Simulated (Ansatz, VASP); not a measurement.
## CO2: VASP beside Ansatz

Contents of INCAR:

```
SYSTEM = CO2
ALGO = Normal
EDIFF = 1E-7
ENCUT = 520
GGA = PE
ISIF = 2
ISMEAR = 0
LASPH = .True.
LCHARG = .False.
LREAL = .False.
LWAVE = .False.
NBANDS = 44
NELM = 80
PREC = Accurate
SIGMA = 0.05
```

KPOINTS

```
k-points
0
Gamma
  4 4 4
  0 0 0
```

The input POSCAR:

```
CO2
1.0
    5.8189996204      0.0000000000      0.0000000000
    0.0000000000      5.8189996204      0.0000000000
    0.0000000000      0.0000000000      6.5649953717
C O
4 8
Direct
    0.0000000000      0.0000000000      0.0000000000
    0.5000000000      0.0000000000      0.5000000000
    0.5000000000      0.5000000000      0.0000000000
    0.0000000000      0.5000000000      0.5000000000
    0.1114834447      0.1114834447      0.1114834447
    0.3885165553      0.8885165553      0.6114834447
    0.6114834447      0.3885165553      0.8885165553
    0.8885165553      0.6114834447      0.3885165553
    0.8885165553      0.8885165553      0.8885165553
    0.6114834447      0.1114834447      0.3885165553
    0.3885165553      0.6114834447      0.1114834447
    0.1114834447      0.3885165553      0.6114834447
```

Input for Ansatz:

```yaml
crystal:
  lattice:
    - [5.8189996204, 0.0, 0.0]
    - [0.0, 5.8189996204, 0.0]
    - [0.0, 0.0, 6.5649953717]
  atoms:
    - { symbol: C, position: [0.0, 0.0, 0.0] }
    - { symbol: C, position: [0.5, 0.0, 0.5] }
    - { symbol: C, position: [0.5, 0.5, 0.0] }
    - { symbol: C, position: [0.0, 0.5, 0.5] }
    - { symbol: O, position: [0.1114834447, 0.1114834447, 0.1114834447] }
    - { symbol: O, position: [0.3885165553, 0.8885165553, 0.6114834447] }
    - { symbol: O, position: [0.6114834447, 0.3885165553, 0.8885165553] }
    - { symbol: O, position: [0.8885165553, 0.6114834447, 0.3885165553] }
    - { symbol: O, position: [0.8885165553, 0.8885165553, 0.8885165553] }
    - { symbol: O, position: [0.6114834447, 0.1114834447, 0.3885165553] }
    - { symbol: O, position: [0.3885165553, 0.6114834447, 0.1114834447] }
    - { symbol: O, position: [0.1114834447, 0.3885165553, 0.6114834447] }
basis:
  ecutwfc: 520.0
kpoints:
  mp_grid: { grid: [4, 4, 4] }
hamiltonian:
  xc: pbe
scf:
  occupations: { method: gaussian, width: 0.05 }
output:
  forces: true
  stress: true
  eigenvalues: true
```

Alike in both runs: task single point; functional PBE; k mesh 4 × 4 × 4; occupations gaussian, width 0.05 eV; no spin polarisation.

|  | VASP | Ansatz |
| --- | --- | --- |
| version | VASP 6.6.1 | Ansatz 0.2.0 |
| potentials or method | VASP PAW PBE potentials, release 64 (C, O), cutoff 520 eV | scalar-relativistic, plane waves, PAW |
| valence electrons in the cell | 64 | 64 |

|  | VASP | Ansatz | Ansatz less VASP |
| --- | --- | --- | --- |
| gap on the k mesh at the Fermi level (eV) | 6.51 | 6.53 | +0.016 |
| least direct gap on the mesh (eV) | 6.51 | 6.53 | +0.016 |
| pressure (GPa) | 0.4 | -0.8 | -1.18 |
| traceless stress, the component that is largest in VASP (GPa) | -0.19 | -0.41 | -0.221 |
| rms of the force components (eV/Å) | 0.107 | 0.185 | +0.0783 |

Atom by atom the forces differ by 0.292 eV/Å (rms over components). One of these differences is far larger than is usual between the two programs; its cause wasn't traced. With one functional, cell and mesh, what is left measures potentials, basis and numerics.

Noted on VASP's run: the standard files for N, O and F lose accuracy on very short bonds.
